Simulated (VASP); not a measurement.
# WS2 in VASP: further runs

Runs on WS2. Level: r2SCAN. Tasks: single point.

Program: VASP 6.6.1. These are calculated values, not measurements. Logs are shortened: lines on timing, memory, paths and dates and some standing lists are left out, and cuts for length are marked.

### Step 1. The cell of the first run

The cell holds a slab with vacuum, 3 atoms: a = 3.427 Å, b = 3.427 Å, c = 14.608 Å, α = 90.00°, β = 90.00°, γ = 120.00°.

### Step 2. Single point, r2SCAN

POSCAR

```
WS2
1.0
    3.4267311210      0.0000000000      0.0000000000
   -1.7133655605      2.9676362027      0.0000000000
    0.0000000000      0.0000000000     14.6077048753
W S
1 2
Direct
    0.3333333333      0.6666666667      0.0000000000
    0.6666666667      0.3333333333      0.9080224901
    0.6666666667      0.3333333333      0.0919775099
```

INCAR.step1

```
SYSTEM = WS2
ALGO = Normal ; EDIFF = 1E-4
ENCUT = 520 ; GGA = PE
ISMEAR = 0 ; LASPH = .True.
LCHARG = .False. ; LREAL = .False.
LWAVE = .True. ; NBANDS = 20
NELM = 60 ; PREC = Accurate
SIGMA = 0.05
```

INCAR.step2

```
SYSTEM = WS2
ALGO = Normal ; EDIFF = 1E-7
ENCUT = 520 ; ISIF = 2
ISMEAR = 0 ; ISTART = 1
LASPH = .True. ; LCHARG = .False.
LMIXTAU = .True. ; LREAL = .False.
LWAVE = .False. ; METAGGA = R2SCAN
NBANDS = 20 ; NELM = 60
PREC = Accurate ; SIGMA = 0.05
```

KPOINTS

```
k-points
0
Gamma
  12 12 2
  0 0 0
```

Potentials or basis: VASP PAW PBE potentials, release 64 (W_sv, S).

Launch:

```console
> cat potpaw_PBE.64/W_sv/POTCAR potpaw_PBE.64/S/POTCAR > POTCAR
> cp INCAR.step1 INCAR
> mpirun -np 1 vasp_std > vasp.out
> cp INCAR.step2 INCAR
> mpirun -np 1 vasp_std > vasp.out
```

OUTCAR:

```text
SYSTEM = WS2
   EDIFF = 1E-7
   ENCUT = 520
   ISIF = 2
   ISMEAR = 0
   ISTART = 1
   LASPH = .True.
   LREAL = .False.
   METAGGA = R2SCAN
   NELM = 60
   PREC = Accurate

 ion  position               nearest neighbor table
   1  0.333  0.667  0.000-   2 2.39   3 2.39   2 2.39   3 2.39   2 2.39   3 2.39
   2  0.667  0.333  0.908-   1 2.39   1 2.39   1 2.39   3 2.69
   3  0.667  0.333  0.092-   1 2.39   1 2.39   1 2.39   2 2.69

  LATTYP: Found a hexagonal cell.
 ALAT       =     3.4267311210
 C/A-ratio  =     4.2628687106

  Lattice vectors:

 A1 = (   3.4267311210,   0.0000000000,   0.0000000000)
 A2 = (  -1.7133655605,   2.9676362027,   0.0000000000)
 A3 = (   0.0000000000,   0.0000000000,  14.6077048753)

Analysis of symmetry for initial positions (statically):
=====================================================================
 Subroutine PRICEL returns:
 Original cell was already a primitive cell.

 Routine SETGRP: Setting up the symmetry group for a
 hexagonal supercell.

 Subroutine GETGRP returns: Found 12 space group operations
 (whereof 12 operations were pure point group operations)
 out of a pool of 24 trial point group operations.

The static configuration has the point symmetry D_3h.

Analysis of symmetry for dynamics (positions and initial velocities):
=====================================================================
 Subroutine PRICEL returns:
 Original cell was already a primitive cell.

 Routine SETGRP: Setting up the symmetry group for a
 hexagonal supercell.

 Subroutine GETGRP returns: Found 12 space group operations
 (whereof 12 operations were pure point group operations)
 out of a pool of 24 trial point group operations.

The dynamic configuration has the point symmetry D_3h.

 Subroutine INISYM returns: Found 12 space group operations
 (whereof 12 operations are pure point group operations),
 and found     1 'primitive' translations

----------------------------------------------------------------------------------------

                                     Primitive cell

  volume of cell :     148.5500

  direct lattice vectors                    reciprocal lattice vectors
     3.426731121  0.000000000  0.000000000     0.291823305  0.168484264  0.000000000
    -1.713365560  2.967636203  0.000000000     0.000000000  0.336968527  0.000000000
     0.000000000  0.000000000 14.607704875     0.000000000  0.000000000  0.068457024

  length of vectors
     3.426731121  3.426731121 14.607704875     0.336968527  0.336968527  0.068457024

  position of ions in fractional coordinates (direct lattice)
     0.333333333  0.666666667  0.000000000
     0.666666667  0.333333333  0.908022490
     0.666666667  0.333333333  0.091977510

  ion indices of the primitive-cell ions
   primitive index   ion index
                 1           1
                 2           2
                 3           3

----------------------------------------------------------------------------------------

 KPOINTS: k-points

Automatic generation of k-mesh.
 Grid dimensions read from file:
 generate k-points for:   12   12    2

 Generating k-lattice:

  Cartesian coordinates                     Fractional coordinates (reciprocal lattice)
     0.024318609  0.014040355  0.000000000     0.083333333 -0.000000000  0.000000000
     0.000000000  0.028080711  0.000000000     0.000000000  0.083333333  0.000000000
     0.000000000  0.000000000  0.034228512     0.000000000  0.000000000  0.500000000

  Length of vectors
     0.028080711  0.028080711  0.034228512

  Shift w.r.t. Gamma in fractional coordinates (k-lattice)
     0.000000000  0.000000000  0.000000000

 Subroutine IBZKPT returns following result:
 ===========================================

 Found     38 irreducible k-points:

 Following reciprocal coordinates:
            Coordinates               Weight
  0.000000  0.000000  0.000000      1.000000
  0.083333  0.000000  0.000000      6.000000
  0.166667  0.000000  0.000000      6.000000
  0.250000  0.000000  0.000000      6.000000
  0.333333  0.000000  0.000000      6.000000
  0.416667  0.000000  0.000000      6.000000
[... 16 lines left out ...]
  0.250000  0.000000  0.500000      6.000000
  0.333333  0.000000  0.500000      6.000000
 [... further k-points ...]
   k-points           NKPTS =     38   k-points in BZ     NKDIM =     38   number of bands    NBANDS=     20
   number of dos      NEDOS =    301   number of ions     NIONS =      3
   total plane-waves  NPLWV =  87808
   dimension x,y,z NGX =    28 NGY =   28 NGZ =  112
   dimension x,y,z NGXF=    56 NGYF=   56 NGZF=  224
   ions per type =               1   2
   NGX,Y,Z   is equivalent  to a cutoff of  13.58, 13.58, 12.75 a.u.
   NGXF,Y,Z  is equivalent  to a cutoff of  27.17, 27.17, 25.49 a.u.
 SYSTEM =  WS2
   PREC   = accura    normal or accurate (medium, high low for compatibility)
   ISTART =      1    job   : 0-new  1-cont  2-samecut
   ICHARG =      0    charge: 1-file 2-atom 10-const
   ISPIN  =      1    spin polarized calculation?
   LNONCOLLINEAR =      F non collinear calculations
   LSORBIT =      F    spin-orbit coupling
   LASPH  =      T    aspherical Exc in radial PAW
   ENCUT  =  520.0 eV  38.22 Ry    6.18 a.u.   6.37  6.37 27.16*2*pi/ulx,y,z
   NELM   =     60;   NELMIN=  2; NELMDL=  0     # of ELM steps
   EDIFF  = 0.1E-06   stopping-criterion for ELM
   LREAL  =      F    real-space projection
   EDIFFG = 0.1E-05   stopping-criterion for IOM
   NSW    =      0    number of steps for IOM
   IBRION =     -1    ionic relax: 0-MD 1-quasi-New 2-CG
   NFREE  =      0    steps in history (QN), initial steepest desc. (CG)
   ISIF   =      2    stress and relaxation
   ISYM   =      2    0-nonsym 1-usesym 2-fastsym
   POTIM  = 0.5000    time-step for ionic-motion
   TEBEG  =    0.0;   TEEND  =   0.0 temperature during run
   PSTRESS=    0.0 pullay stress
   NELECT =      26.0000    total number of electrons
   NUPDOWN=      -1.0000    fix difference up-down
   EMIN   =  10.00;   EMAX   =-10.00  energy-range for DOS
   EFERMI =   0.00;   METHOD = LEGACY
   ISMEAR =     0;   SIGMA  =   0.05  broadening in eV -4-tet -1-fermi 0-gaus
   EFERMI_NEDOS =   21; number of points for ismear=-14 and -15
   IALGO  =     38    algorithm
   IMIX   =      4    mixing-type and parameters
     AMIX     =   0.40;   BMIX     =  1.00
     AMIX_MAG =   1.60;   BMIX_MAG =  1.00
  volume/ion in A,a.u.               =      49.52       334.15
  Fermi-wavevector in a.u.,A,eV,Ry     =   0.915746  1.730509 11.409721  0.838591
  Thomas-Fermi vector in A             =   2.040523
   LORBIT       =      0    0 simple, 1 ext, 2 COOP (PROOUT), +10 PAW based schemes
   METAGGA = R2SCAN    functional components
   LHFCALC =     F    Hartree Fock is set to
   AEXX    =    0.0000 exact exchange contribution
   IVDW    =     0    specifies the selected vdW correction
   LEPSILON=     F    determine dielectric tensor
   LRPA    =     F    only Hartree local field effects (RPA)
 non-spin polarized calculation
 Gauss-broadening in eV      SIGMA  =   0.05
  energy-cutoff  :      520.00
  volume of cell :      148.55
 maximum number of plane-waves:      4040
 NGX is ok and might be reduce to    28

 number of electron      26.0000001 magnetization

 Free energy of the ion-electron system (eV)
  ---------------------------------------------------
  ext. energy  EPLUGINS =         0.00000000
  ---------------------------------------------------
  free energy    TOTEN  =       -69.08022789 eV

  energy without entropy =      -69.07792219  energy(sigma->0) =      -69.07907504

 E-fermi :  -0.6928     XC(G=0):  -4.7720

 val. band max:       -0.9728189492   @ k =   0.0833   0.0833   0.5000
 cond. band min:      -0.6853841584   @ k =   0.3333   0.2500   0.0000
 fundamental gap:      0.2874347908
 Fermi energy:        -0.6928490035

 k-point     1 :       0.0000    0.0000    0.0000
  band No.  band energies     occupation
      1     -77.6761      2.00000
      2     -41.2586      2.00000
      3     -41.2586      2.00000
      4     -41.1551      2.00000
      5     -17.2067      2.00000
      6     -14.5524      2.00000
[... 12 lines left out ...]
     19       4.5356      0.00000
     20       5.2118      0.00000

 k-point     2 :       0.0833    0.0000    0.0000
  band No.  band energies     occupation
      1     -77.6757      2.00000
      2     -41.2711      2.00000
      3     -41.2615      2.00000
      4     -41.1528      2.00000
      5     -17.1155      2.00000
      6     -14.5400      2.00000
[... 12 lines left out ...]
     19       4.6736      0.00000
     20       5.3303      0.00000

 k-point     3 :       0.1667    0.0000    0.0000
  band No.  band energies     occupation
      1     -77.6744      2.00000
      2     -41.3050      2.00000
      3     -41.2693      2.00000
      4     -41.1468      2.00000
      5     -16.8596      2.00000
      6     -14.5051      2.00000
[... 12 lines left out ...]
     19       5.0535      0.00000
     20       5.6591      0.00000

 k-point     4 :       0.2500    0.0000    0.0000
  band No.  band energies     occupation
      1     -77.6727      2.00000
      2     -41.3509      2.00000
      3     -41.2800      2.00000
      4     -41.1386      2.00000
      5     -16.4916      2.00000
      6     -14.4552      2.00000
[... 12 lines left out ...]
     19       5.9127      0.00000
     20       6.1542      0.00000

 k-point     5 :       0.3333    0.0000    0.0000
  band No.  band energies     occupation
      1     -77.6710      2.00000
      2     -41.3965      2.00000
      3     -41.2906      2.00000
      4     -41.1303      2.00000
      5     -16.0978      2.00000
      6     -14.4025      2.00000
[... 12 lines left out ...]
     19       6.3691      0.00000
     20       6.7029      0.00000
[... 353 lines left out ...]
      6     -14.5400      2.00000
[... 12 lines left out ...]
     19       4.7542      0.00000
     20       5.1242      0.00000

 k-point    22 :       0.1667    0.0000    0.5000
  band No.  band energies     occupation
      1     -77.6744      2.00000
      2     -41.3050      2.00000
      3     -41.2693      2.00000
      4     -41.1468      2.00000
      5     -16.8597      2.00000
      6     -14.5051      2.00000
[... 12 lines left out ...]
     19       5.1000      0.00000
     20       5.4795      0.00000

 k-point    23 :       0.2500    0.0000    0.5000
  band No.  band energies     occupation
      1     -77.6727      2.00000
      2     -41.3509      2.00000
      3     -41.2800      2.00000
      4     -41.1386      2.00000
      5     -16.4915      2.00000
      6     -14.4552      2.00000
[... 12 lines left out ...]
     19       5.6554      0.00000
     20       6.0332      0.00000

 k-point    24 :       0.3333    0.0000    0.5000
  band No.  band energies     occupation
      1     -77.6710      2.00000
      2     -41.3965      2.00000
      3     -41.2906      2.00000
      4     -41.1303      2.00000
      5     -16.0978      2.00000
      6     -14.4025      2.00000
[... 12 lines left out ...]
     19       6.3728      0.00000
     20       6.5664      0.00000

 [... further k-points ...]

------------------------ aborting loop because EDIFF is reached ----------------------------------------

  FORCE on cell =-STRESS in cart. coord.  units (eV):
  Direction    XX          YY          ZZ          XY          YZ          ZX
  --------------------------------------------------------------------------------------
  -------------------------------------------------------------------------------------
  Total       -3.5248676     -3.5248676      8.0667961     -0.0000000      0.0000000     -0.0000000
  in kB      -38.0172515    -38.0172515     87.0039529     -0.0000000      0.0000000     -0.0000000
  external PRESSURE =       3.6564833 kB  Pullay stress =       0.0000000 kB

 VOLUME and BASIS-vectors are now :
 -----------------------------------------------------------------------------
  energy-cutoff  :      520.00
  volume of cell :      148.55
      direct lattice vectors                 reciprocal lattice vectors
     3.426731121  0.000000000  0.000000000     0.291823305  0.168484264  0.000000000
    -1.713365560  2.967636203  0.000000000     0.000000000  0.336968527  0.000000000
     0.000000000  0.000000000 14.607704875     0.000000000  0.000000000  0.068457024

 POSITION                                       TOTAL-FORCE (eV/Angst)
 -----------------------------------------------------------------------------------
     -0.00000      1.97842      0.00000        -0.000000      0.000000      0.000000
      1.71337      0.98921     13.26412        -0.000000      0.000000     -3.012977
      1.71337      0.98921      1.34358         0.000000     -0.000000      3.012977
 -----------------------------------------------------------------------------------
    total drift:                                0.000001     -0.000000      0.000000

  FREE ENERGIE OF THE ION-ELECTRON SYSTEM (eV)
  ---------------------------------------------------
  free  energy   TOTEN  =       -69.0802278894 eV

  energy  without entropy=      -69.0779221870  energy(sigma->0) =      -69.07907504
```

Wall time 12 min (1 thread of AMD EPYC 9R45 (Zen 5), shared host); peak memory 0.34 GiB.

Results:

```
Free energy            : -69.0802 eV
Largest force          : 3.013 eV/Å
Band gap on the k mesh : zero (band 13 reaches -0.37 eV, above the bottom of band 14 at -1.06 eV)
```

Forces on the atoms (eV/Å):
```
W    0.000  0.000  0.000
S    0.000  0.000 -3.013
S    0.000  0.000  3.013
```

Levels at points of the mesh, in eV from the Fermi level:
```
           k point  band 9  band 10  band 11  band 12  band 13  band 14  band 15  band 16  band 17  band 18
(0.00, 0.00, 0.00)   -5.29    -3.61    -3.61    -1.62     0.32     1.77     1.77     2.61     2.61     3.50
(0.50, 0.00, 0.00)   -5.49    -5.04    -3.54    -1.87    -1.60     1.06     1.08     3.55     4.33     5.12
(0.00, 0.00, 0.50)   -5.29    -3.61    -3.61    -1.62     0.32     1.77     1.77     2.61     2.61     3.50
(0.50, 0.00, 0.50)   -5.49    -5.04    -3.54    -1.87    -1.60     1.06     1.08     3.55     4.33     5.12
```

Caveat: the PAW data sets were made with another functional, which shifts forces and pressure a little; spin-orbit coupling is left out, which moves the levels of the heavy elements.

### Step 3. Single point, r2SCAN

This run uses another cell than the first one, of the same volume but with other edges.

POSCAR

```
WS2
1.0
    2.9147114946      0.0000000000      0.0000000000
   -1.4573557473      2.5242141990      0.0000000000
    0.0000000000      0.0000000000     20.1906777001
W S
1 2
Direct
    0.3333333333      0.6666666667      0.0000000000
    0.6666666667      0.3333333333      0.9080224901
    0.6666666667      0.3333333333      0.0919775099
```

INCAR.step1

```
SYSTEM = WS2
  PREC = Accurate
  ENCUT = 520
  ISMEAR = 0
  SIGMA = 0.05
  LREAL = .FALSE.
  LASPH = .TRUE.
  NELM = 100
  NBANDS = 20
  GGA = PE
  ALGO = Normal
  EDIFF = 1E-4
  LWAVE = .TRUE.
  LCHARG = .FALSE.
```

INCAR.step2

```
SYSTEM = WS2
  PREC = Accurate
  ENCUT = 520
  EDIFF = 1E-7
  ISMEAR = 0
  SIGMA = 0.05
  LREAL = .FALSE.
  LASPH = .TRUE.
  NELM = 100
  ALGO = Normal
  ISIF = 2
  LWAVE = .FALSE.
  LCHARG = .FALSE.
  METAGGA = R2SCAN
  LMIXTAU = .TRUE.
  NBANDS = 20
  ISTART = 1
```

KPOINTS

```
regular mesh
0
G
  12 12 2
  0 0 0
```

Potentials or basis: VASP PAW PBE potentials, release 64 (W_sv, S).

Launch:

```console
> cat potpaw_PBE.64/W_sv/POTCAR potpaw_PBE.64/S/POTCAR > POTCAR
> cp INCAR.step1 INCAR
> mpirun -np 1 vasp_std > vasp.out
> cp INCAR.step2 INCAR
> mpirun -np 1 vasp_std > vasp.out
```

It took 11 min on 1 thread of AMD EPYC 9R45 (Zen 5), shared host; peak memory 0.33 GiB.

Results (log left out):

```
Free energy            : -68.4325 eV
Largest force          : 3.300 eV/Å
Band gap on the k mesh : 0.51 eV, indirect (least direct gap 1.33 eV)
```

Forces on the atoms (eV/Å):
```
W    0.000  0.000  0.000
S    0.000  0.000  3.300
S    0.000  0.000 -3.300
```

Levels at points of the mesh, in eV from the valence-band top:
```csv
k point,band 9,band 10,band 11,band 12,band 13,band 14,band 15,band 16,band 17,band 18
"(0.00, 0.00, 0.00)",-2.39,-1.71,-1.71,0.00,0.00,2.98,2.98,3.53,3.53,4.89
"(0.50, 0.00, 0.00)",-5.07,-3.70,-2.44,-1.77,-0.35,2.60,3.31,4.08,4.35,6.41
"(0.00, 0.00, 0.50)",-2.39,-1.71,-1.71,0.00,0.00,2.98,2.98,3.53,3.53,4.98
"(0.50, 0.00, 0.50)",-5.07,-3.70,-2.44,-1.77,-0.35,2.60,3.31,4.08,4.35,6.41
```

Caveat: the PAW data sets were made with another functional, which shifts forces and pressure a little; spin-orbit coupling is left out, which moves the levels of the heavy elements.
